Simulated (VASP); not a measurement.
Write the native input for VASP 6.6.1 that does the following.

- Task: single point
- Functional: r2SCAN
- Potentials or basis: VASP PAW PBE potentials, release 64 (K_sv, Br)
- Cutoff: 520 eV
- k mesh: 6 × 6 × 6
- Occupations: gaussian, width 0.01 eV
- Spin: no spin polarisation
- Dipole correction: no
- Further INCAR settings: ALGO = Normal; EDIFF = 1e-06; NBANDS = 15

The system is KBr.

```
K Br
1.0
     0.01101    3.31326    3.31326
     3.31326    0.01101    3.31326
     3.31326    3.31326    0.01101
K Br
1 1
Direct
  0.00000 0.00000 0.00000
  0.50000 0.50000 0.50000
```

This cell differs from its parent crystal: strain along [111] +0.5%.

These files were run (other wordings do the same):

POSCAR

```
KBr
1.0
    0.0110074928      3.3132553269      3.3132553269
    3.3132553269      0.0110074928      3.3132553269
    3.3132553269      3.3132553269      0.0110074928
K Br
1 1
Direct
    0.0000000000      0.0000000000      0.0000000000
    0.5000000000      0.5000000000      0.5000000000
```

INCAR.step1

```
  PREC = Accurate
  ENCUT = 520
  ISMEAR = 0
  SIGMA = 0.01
  LREAL = F
  LASPH = T
  NELM = 80
  NBANDS = 15
  GGA = PE
  ALGO = Normal
  EDIFF = 1E-4
  LWAVE = T
  LCHARG = F
```

INCAR.step2

```
  PREC = Accurate
  ENCUT = 520
  EDIFF = 1E-6
  ISMEAR = 0
  SIGMA = 0.01
  LREAL = F
  LASPH = T
  NELM = 80
  ALGO = Normal
  ISIF = 2
  LWAVE = F
  LCHARG = T
  METAGGA = R2SCAN
  LMIXTAU = T
  LELF = T
  LVHAR = T
  NBANDS = 15
  ISTART = 1
```

KPOINTS

```
regular mesh
0
Gamma
  6 6 6
```

Potentials or basis: VASP PAW PBE potentials, release 64 (K_sv, Br).

The run is started by

```sh
$ cat potpaw_PBE.64/K_sv/POTCAR potpaw_PBE.64/Br/POTCAR > POTCAR
$ cp INCAR.step1 INCAR
$ mpirun -np 1 vasp_std > vasp.out
$ cp INCAR.step2 INCAR
$ mpirun -np 1 vasp_std > vasp.out
```

It gave:

- Pressure: -0.1 GPa
- Band gap on the k mesh: 5.06 eV

Caveat: the cell differs from its parent crystal (strain along [111] +0.5%); the PAW data sets were made with another functional, which shifts forces and pressure a little.

It took 59 s on 1 thread of Intel(R) Xeon(R) 6975P-C (Granite Rapids), on a shared host, peak memory 0.22 GiB.
